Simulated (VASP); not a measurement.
# H4CO in VASP: notebook, part 2 of 2

VASP 6.6.1.

## 4. Single point, PBE+D3(BJ)

This run uses another cell than the first one, of 16.91 Å³/atom, 1.150 times its volume.

Contents of INCAR:

```
SYSTEM = H4CO
PREC     = Accurate       ! precision mode
ENCUT    = 520            ! plane-wave cutoff, eV
EDIFF    = 1E-6           ! SCF threshold, eV
ISMEAR   = -1             ! smearing method
SIGMA    = 0.05           ! smearing width, eV
LREAL    = Auto         
LASPH    = .True.         ! aspherical terms in the spheres
NELM     = 100            ! most SCF steps
ALGO     = Normal         ! electronic algorithm
ISIF     = 2              ! what is computed and relaxed
LWAVE    = .False.        ! write WAVECAR
LCHARG   = .False.        ! write CHGCAR
GGA      = PE             ! functional
IVDW     = 12             ! dispersion correction
NBANDS   = 66             ! bands
```

Contents of KPOINTS:

```
Automatic mesh
0
Gamma
  1 1 1
  0 0 0
```

Contents of POSCAR:

```
H4CO
1.0
    8.5320950000      0.0000000000      0.0000000000
    0.0000000000      8.2444510000      0.0000000000
    0.0000000000      0.0000000000      8.6524600000
C O H
6 6 24
Direct
    0.0669003334      0.2317316217      0.6939529336
    0.3552703058      0.6693350473      0.8947166471
    0.8888086689      0.6497582435      0.2541936051
    0.6770201223      0.5823553321      0.5749694307
    0.5866906076      0.1409190254      0.0994168133
    0.4675522249      1.0425679042      0.4723396583
   -0.0273086505      0.3479067314      0.6082432048
    0.4985410969      0.7031396026      0.9585828770
    0.9723051607      0.7017568544      0.1055075666
    0.7160375031      0.5853148985      0.7539012027
    0.4320392588      0.1303786025      0.1924423805
    0.6199532471      1.1164721581      0.4920103647
   -0.0514176178      0.1494338434      0.6881395580
    0.0283283297      0.4329942649      0.5433945953
    0.1726188000      0.1722006717      0.6483589638
    0.0968460853      0.2499499360      0.8114570885
    0.3124320580      0.7819441222      0.8440836479
    0.5714657420      0.6279617648      0.9064011853
    0.3798598117      0.5990817339      0.7958777041
    0.2716800504      0.6187313139      0.9685569191
    0.7665292053      0.6231949223      0.2171867885
    0.9230089445      0.8059602756      0.1048603519
    0.9663980535      0.5467556299      0.2634973175
    0.8794674696      0.6950371832      0.3827235260
    0.5662853027      0.6552649776      0.5709474531
    0.8014444284      0.4980198196      0.7430256829
    0.7720612581      0.6696625403      0.5314095644
    0.6544230930      0.4733001627      0.5231575760
    0.6737501165      0.1087155470      0.1888711418
    0.3610250472      0.0496333837      0.1638609135
    0.6017279461      0.0613260968     -0.0000231148
    0.6168942095      0.2630132680      0.0561689970
    0.3489295419      1.1073993890      0.4528191982
    0.6519852393      1.1933481077      0.4319234068
    0.4759909495      0.9570194547      0.3751880968
    0.4397395950      0.9896717198      0.5950908759
```

Potentials or basis: VASP PAW PBE potentials, release 64 (C, O, H).

Run with:

```
$ cat potpaw_PBE.64/C/POTCAR potpaw_PBE.64/O/POTCAR potpaw_PBE.64/H/POTCAR > POTCAR
$ mpirun -np 1 vasp_gam > vasp.out
```

OUTCAR:

```text
SYSTEM = H4CO
   PREC = Accurate
   ENCUT = 520
   EDIFF = 1E-6
   ISMEAR = -1
   LREAL = Auto
   LASPH = .True.
   NELM = 100
   ISIF = 2
   GGA = PE
   IVDW = 12
 IVDW          = 12

 ion  position               nearest neighbor table
   1  0.067  0.232  0.694-  16 1.06  15 1.10  13 1.22   7 1.45
   2  0.355  0.669  0.895-  20 1.04  19 1.05  17 1.09   8 1.37
   3  0.889  0.650  0.254-  23 1.08  21 1.11  24 1.18   9 1.53
   4  0.677  0.582  0.575-  28 1.02  25 1.12  27 1.15  10 1.58
   5  0.587  0.141  0.099-  31 1.09  32 1.10  29 1.11  11 1.55
[... 336 lines left out ...]
  Total     -11.13517    10.57705    -2.15416     1.68489    -3.21192     3.76928
  in kB     -29.31233    27.84314    -5.67062     4.43532    -8.45508     9.92228
  external pressure =       -2.38 kB  Pullay stress =        0.00 kB

 VOLUME and BASIS-vectors are now :
 -----------------------------------------------------------------------------
  energy-cutoff  :      520.00
  volume of cell :      608.64
      direct lattice vectors                 reciprocal lattice vectors
     8.532095000  0.000000000  0.000000000     0.117204508  0.000000000  0.000000000
     0.000000000  8.244451000  0.000000000     0.000000000  0.121293704  0.000000000
     0.000000000  0.000000000  8.652460000     0.000000000  0.000000000  0.115574068

 POSITION                                       TOTAL-FORCE (eV/Angst)
 -----------------------------------------------------------------------------------
      0.57080      1.91050      6.00440        -3.963851     -2.598064     -1.334981
      3.03120      5.51830      7.74150         0.016748      1.588894     -1.662223
      7.58340      5.35690      2.19940         0.327567     -1.721653     -0.471744
      5.77640      4.80120      4.97490         0.186592      5.670721      3.442049
      5.00570      1.16180      0.86020        -0.956261     -0.371394      1.475119
      3.98920      0.35095      4.08690        -1.061762     -0.565289      1.956324
[... 28 lines left out ...]
      4.06120      7.89010      3.24630        -0.158610     -0.439688      0.696865
      3.75190      8.15930      5.14900         0.778866     -0.022019     -1.726138
 -----------------------------------------------------------------------------------
    total drift:                               -0.005373      0.003732      0.015252

  FREE ENERGIE OF THE ION-ELECTRON SYSTEM (eV)
  ---------------------------------------------------
  free  energy   TOTEN  =      -177.9530337732 eV

  energy  without entropy=     -177.9530337732  energy(sigma->0) =     -177.95303377
```

stdout:

```text
POSCAR found type information on POSCAR C O H
 POSCAR found :  3 types and      36 ions
 scaLAPACK will be used
 LDA part: xc-table for (Slater+PW92), standard interpolation
 POSCAR, INCAR and KPOINTS ok, starting setup
 FFT: planning ... GRIDC
 FFT: planning ... GRID_SOFT
 FFT: planning ... GRID
 WAVECAR not read
 entering main loop
```

It took 58 s on 1 thread of Intel Xeon Platinum 8375C at 2.90GHz (Ice Lake), shared host; peak memory 0.51 GiB.

Results:

```
Free energy                : -177.9530 eV
Pressure                   : -0.2 GPa
Largest force              : 8.363 eV/Å
Band gap on the k mesh     : 3.86 eV
Dispersion energy per atom : -0.023 eV
```

Forces on the atoms (eV/Å):
```
C   -3.964 -2.598 -1.335
C    0.017  1.589 -1.662
C    0.328 -1.722 -0.472
C    0.187  5.671  3.442
C   -0.956 -0.371  1.475
C   -1.062 -0.565  1.956
O    1.464  2.474 -1.103
O    2.225 -0.146  1.447
O   -0.868  0.992  2.539
O    1.015 -2.636 -3.053
O    3.166  2.878 -1.315
O   -3.024 -5.608  5.417
H    2.989 -0.176  0.933
H   -0.194 -1.191  1.230
H   -0.323  0.287 -1.058
H   -0.101  1.313  1.411
H   -0.769  0.514  0.031
H    0.296  0.580  0.302
H   -0.450 -1.495 -1.358
H   -1.327 -0.882  1.273
H    0.411 -0.259  0.331
H    0.038  1.328 -1.264
H   -0.619 -1.351  0.744
H    0.917  1.095 -2.266
H    0.522 -0.321 -0.115
H   -1.009  1.217  0.929
H   -1.065 -1.449 -0.038
H    0.200 -2.730 -0.870
H    0.071 -0.044 -0.352
H   -0.854 -1.727 -1.315
H   -0.584 -0.565  0.000
H   -0.805  0.153  0.404
H    1.826  0.507 -0.050
H    1.682  5.700 -5.208
H   -0.159 -0.440  0.697
H    0.779 -0.022 -1.726
```

Stress tensor (GPa, compression positive):
```
-2.93  0.44  0.99
 0.44  2.78 -0.85
 0.99 -0.85 -0.57
```

Caveat: the k points lie up to 0.76 Å⁻¹ apart.

## 5. Single point, PBE+D3(BJ)

This run uses another cell than the first one, of 15.36 Å³/atom, 1.044 times its volume.

Contents of INCAR:

```
ALGO = Normal
EDIFF = 1E-7
ENCUT = 520
GGA = PE
ISIF = 2
ISMEAR = -1
IVDW = 12
LASPH = T
LCHARG = F
LREAL = Auto
LWAVE = F
NBANDS = 66
NELM = 100
PREC = Accurate
SIGMA = 0.05
```

Contents of KPOINTS:

```
k-points
0
Gamma
  1 1 1
```

Contents of POSCAR:

```
H4CO
1.0
    8.2919280000      0.0000000000      0.0000000000
    0.0000000000      8.1600690000      0.0000000000
    0.0000000000      0.0000000000      8.1708070000
C O H
6 6 24
Direct
    0.0941397465      0.2447405776      0.6100988556
    0.3085772091      0.6905333766      0.9026648163
    0.8572915732      0.7436946918      0.2583465746
    0.6605821951      0.6103624859      0.6491892417
    0.5904055124      0.1460526866      0.0175013313
    0.4379681058      0.9802122997      0.4394425177
    0.0133382731      0.4102783935      0.5983986649
    0.4427197149      0.7718807280      0.9714707495
    0.9742486910      0.6806314996      0.1580749613
    0.7663235860      0.5855832837      0.7890897435
    0.4458794143      0.1265185380      0.1357271075
    0.6019950969      1.0350770318      0.5087624760
    0.0436327957      0.1702314037      0.7117901573
   -0.0952371994      0.3842124374      0.5738845624
    0.1000611679      0.1566040679      0.4965849762
    0.2060075775      0.2884656980      0.6531668169
    0.2615555755      0.7310477399      0.7959556504
    0.5316013357      0.7232169238      1.0546204310
    0.3240018485      0.5490027106      0.8571613551
    0.2014368673      0.6993078122      0.9756196665
    0.7345818729      0.7003862345      0.2735715089
    1.0453419277      0.6061958545      0.2130389324
    0.9139370241      0.7288051118      0.3957993378
    0.8672651282      0.8718553728      0.2339181430
    0.6016935989      0.7399202139      0.6808874570
    0.8541318738      0.6503744025      0.8183524589
    0.7141161862      0.6226663034      0.5189083526
    0.5710975783      0.5144931985      0.6450158473
    0.7038290733      0.1054280301      0.0705193502
    0.3800201835      0.0450363839      0.0818523801
    0.5632345095      0.0528549452     -0.0604224283
    0.6048774181      0.2655492251     -0.0451485392
    0.4020174801      1.0889858897      0.3805988809
    0.6416360586      1.1108116855      0.4220880508
    0.4691671225      0.8726274251      0.3499776705
    0.3624247582      0.9294774346      0.5299109378
```

Potentials or basis: VASP PAW PBE potentials, release 64 (C, O, H).

Run with:

```
$ cat potpaw_PBE.64/C/POTCAR potpaw_PBE.64/O/POTCAR potpaw_PBE.64/H/POTCAR > POTCAR
$ mpirun -np 1 vasp_gam > vasp.out
```

OUTCAR:

```text
EDIFF = 1E-7
   ENCUT = 520
   GGA = PE
   ISIF = 2
   ISMEAR = -1
   IVDW = 12
   LASPH = T
   LREAL = Auto
   NELM = 100
   PREC = Accurate
 IVDW          = 12

 ion  position               nearest neighbor table
   1  0.094  0.245  0.610-  16 1.05  13 1.11  15 1.17   7 1.51
   2  0.309  0.691  0.903-  17 1.01  20 1.07  19 1.22   8 1.41
   3  0.857  0.744  0.258-  24 1.07  21 1.08  23 1.22   9 1.37
   4  0.661  0.610  0.649-  28 1.08  27 1.16  25 1.19  10 1.45
   5  0.590  0.146  0.018-  31 1.02  29 1.09  32 1.11  11 1.55
   6  0.438  0.980  0.439-  33 1.05  36 1.05  35 1.17  12 1.54
   7  0.013  0.410  0.598-  14 0.95   1 1.51
   8  0.443  0.772  0.971-  18 1.08   2 1.41
   9  0.974  0.681  0.158-  22 0.96   3 1.37
  10  0.766  0.586  0.789-  26 0.93   4 1.45
  11  0.446  0.127  0.136-  30 0.97   5 1.55
  12  0.602  0.035  0.509-  34 1.00   6 1.54
  13  0.044  0.170  0.712-   1 1.11
  14  0.905  0.384  0.574-   7 0.95
  15  0.100  0.157  0.497-   1 1.17
  16  0.206  0.288  0.653-   1 1.05
  17  0.262  0.731  0.796-   2 1.01
[... 17 lines left out ...]
  35  0.469  0.873  0.350-   6 1.17
  36  0.362  0.929  0.530-   6 1.05

  LATTYP: Found a simple orthorhombic cell.
 ALAT       =     8.1600690000
 B/A-ratio  =     1.0013159202
 C/A-ratio  =     1.0161590545

  Lattice vectors:

 A1 = (   0.0000000000,   8.1600690000,   0.0000000000)
 A2 = (   0.0000000000,   0.0000000000,   8.1708070000)
 A3 = (   8.2919280000,   0.0000000000,   0.0000000000)

Analysis of symmetry for initial positions (statically):
=====================================================================
 Subroutine PRICEL returns:
 Original cell was already a primitive cell.

 Routine SETGRP: Setting up the symmetry group for a
 simple orthorhombic supercell.

[... 181 lines left out ...]
     AMIX     =   0.40;   BMIX     =  1.00
     AMIX_MAG =   1.60;   BMIX_MAG =  1.00
  volume/ion in A,a.u.               =      15.36       103.64
  Fermi-wavevector in a.u.,A,eV,Ry     =   0.873568  1.650803 10.382881  0.763120
  Thomas-Fermi vector in A             =   1.992976
   LORBIT       =      0    0 simple, 1 ext, 2 COOP (PROOUT), +10 PAW based schemes
   GGA     = PE    functional components
   LHFCALC =     F    Hartree Fock is set to
   AEXX    =    0.0000 exact exchange contribution
   IVDW    =    12    specifies the selected vdW correction
   LEPSILON=     F    determine dielectric tensor
   LRPA    =     F    only Hartree local field effects (RPA)
 non-spin polarized calculation
  energy-cutoff  :      520.00
  volume of cell :      552.86
 maximum number of plane-waves:      7466
 NGX is ok and might be reduce to    64
   NGX = 31   NGY = 31   NGZ = 31

 number of electron      84.0000003 magnetization

 Free energy of the ion-electron system (eV)
  ---------------------------------------------------
  ext. energy  EPLUGINS =         0.00000000
  ---------------------------------------------------
  free energy    TOTEN  =      -178.01429237 eV

  energy without entropy =     -178.01429237  energy(sigma->0) =     -178.01429237

 E-fermi :  -2.4436     XC(G=0):  -5.2854

 val. band max:       -3.6575908794   @ k =   0.0000   0.0000   0.0000
 cond. band min:       0.3293036978   @ k =   0.0000   0.0000   0.0000
 fundamental gap:      3.9868945772
 Fermi energy:        -2.4436336697

 k-point     1 :       0.0000    0.0000    0.0000
  band No.  band energies     occupation
      1     -24.1180      2.00000
      2     -22.9801      2.00000
      3     -22.9358      2.00000
      4     -22.7763      2.00000
      5     -22.5215      2.00000
      6     -22.2948      2.00000
[... 46 lines left out ...]
     53       3.4577      0.00000
     54       3.5484      0.00000
 [bands above 54 left out]

------------------------ aborting loop because EDIFF is reached ----------------------------------------

 Edisp (eV)   -0.88897

 E8    (eV) :    -0.1909

  FORCE on cell =-STRESS in cart. coord.  units (eV):
  Direction    XX          YY          ZZ          XY          YZ          ZX
  --------------------------------------------------------------------------------------
  -------------------------------------------------------------------------------------
  Total      -2.74539    -4.51616    -2.28938     0.54390    -3.49377    -3.12492
  in kB      -7.95609   -13.08775    -6.63459     1.57622   -10.12490    -9.05597
  external pressure =       -9.23 kB  Pullay stress =        0.00 kB

 VOLUME and BASIS-vectors are now :
 -----------------------------------------------------------------------------
  energy-cutoff  :      520.00
  volume of cell :      552.86
      direct lattice vectors                 reciprocal lattice vectors
     8.291928000  0.000000000  0.000000000     0.120599214  0.000000000  0.000000000
     0.000000000  8.160069000  0.000000000     0.000000000  0.122547983  0.000000000
     0.000000000  0.000000000  8.170807000     0.000000000  0.000000000  0.122386932

 POSITION                                       TOTAL-FORCE (eV/Angst)
 -----------------------------------------------------------------------------------
      0.78060      1.99710      4.98500        -1.263378      0.101267     -0.369179
      2.55870      5.63480      7.37550         1.208642     -4.803166      2.030795
      7.10860      6.06860      2.11090         2.332547      0.772233      4.696379
      5.47750      4.98060      5.30440         0.702126      3.994895      0.470030
      4.89560      1.19180      0.14300        -1.240067      0.818902      1.982596
      3.63160      7.99860      3.59060         3.961075     -1.411603     -0.928166
[... 28 lines left out ...]
      3.89030      7.12070      2.85960        -0.705409      1.507573      0.800565
      3.00520      7.58460      4.32980        -0.651713     -0.147714      1.459843
 -----------------------------------------------------------------------------------
    total drift:                               -0.010099     -0.005853     -0.006269

  FREE ENERGIE OF THE ION-ELECTRON SYSTEM (eV)
  ---------------------------------------------------
  free  energy   TOTEN  =      -178.9032633389 eV

  energy  without entropy=     -178.9032633388  energy(sigma->0) =     -178.90326334
```

OSZICAR:

```text
N       E                     dE             d eps       ncg     rms          rms(c)
DAV:   1     0.691578859832E+03    0.69158E+03   -0.38545E+04   132   0.108E+03
DAV:   2    -0.953058159810E+02   -0.78688E+03   -0.75545E+03   182   0.261E+02
DAV:   3    -0.193947136953E+03   -0.98641E+02   -0.97997E+02   160   0.102E+02
[... 12 lines left out ...]
DAV:  16    -0.178014297689E+03    0.11006E-04   -0.33688E-05   160   0.254E-02    0.876E-03
DAV:  17    -0.178014293796E+03    0.38927E-05   -0.13173E-05   152   0.155E-02    0.430E-03
DAV:  18    -0.178014292734E+03    0.10622E-05   -0.17210E-06   168   0.616E-03    0.193E-03
DAV:  19    -0.178014292470E+03    0.26411E-06   -0.65839E-07   152   0.329E-03    0.726E-04
DAV:  20    -0.178014292374E+03    0.95964E-07   -0.63506E-08   112   0.129E-03
   1 F= -.17890326E+03 E0= -.17890326E+03  d E =-.734314E-10
```

It took 66 s on 1 thread of Intel Xeon Platinum 8488C (Sapphire Rapids), shared host; peak memory 0.51 GiB.

What came out:

```
Free energy                : -178.9033 eV
Pressure                   : -0.9 GPa
Largest force              : 5.353 eV/Å
Band gap on the k mesh     : 3.99 eV
Dispersion energy per atom : -0.025 eV
```

Forces in eV/Å, atoms in the order of the input:
```
C   -1.263  0.101 -0.369
C    1.209 -4.803  2.031
C    2.333  0.772  4.696
C    0.702  3.995  0.470
C   -1.240  0.819  1.983
C    3.961 -1.412 -0.928
O    1.551 -1.928 -0.461
O    2.319  0.463  1.201
O    0.442 -1.243 -2.461
O   -2.517 -3.147 -0.690
O    2.117  1.563 -1.063
O   -1.087 -0.105 -0.723
H   -0.252  0.295 -0.245
H   -1.549  0.076 -0.115
H   -0.098  1.732  1.103
H    1.795 -0.266  0.033
H   -0.084  2.456 -3.426
H   -3.148  0.274 -2.533
H    0.166  2.045  1.412
H   -0.520 -0.364  1.270
H   -0.505 -0.703 -0.865
H    0.050 -0.532  0.338
H   -1.391  0.533 -1.892
H   -0.909  1.242  0.058
H    0.337 -2.024 -1.068
H    1.478  1.799 -0.446
H   -0.014 -0.267  1.626
H   -0.254 -0.462  0.406
H    0.245  0.311  0.847
H   -0.068 -0.365 -0.140
H   -0.347 -1.919 -2.750
H   -0.448 -0.155  0.513
H   -1.283  0.544 -0.777
H   -0.369 -0.686  0.706
H   -0.705  1.508  0.801
H   -0.652 -0.148  1.460
```

Caveat: the k points lie up to 0.77 Å⁻¹ apart.

## 6. Summary

```csv
cell,gap on the mesh (eV),pressure (GPa),largest force (eV/Å)
"a = 8.138, b = 8.073, c = 8.057 Å, 36 atoms",4.03,-0.4,6.12
"a = 8.428, b = 8.178, c = 8.304 Å, 36 atoms",3.86,-2.5,6.28
"a = 8.532, b = 8.244, c = 8.652 Å, 36 atoms",3.86,-0.2,8.36
"a = 8.292, b = 8.160, c = 8.171 Å, 36 atoms",3.99,-0.9,5.35
```

Alike in all rows: task single point; level PBE+D3(BJ); potentials or basis VASP PAW PBE potentials, release 64 (C, O, H); no spin polarisation; k mesh 1 × 1 × 1; cutoff (eV) 520; smearing fermi-dirac 0.05 eV.

Caveats: all runs use coarse meshes.

Total energies depend on the potentials used, so only differences within one code and one set of settings carry meaning.
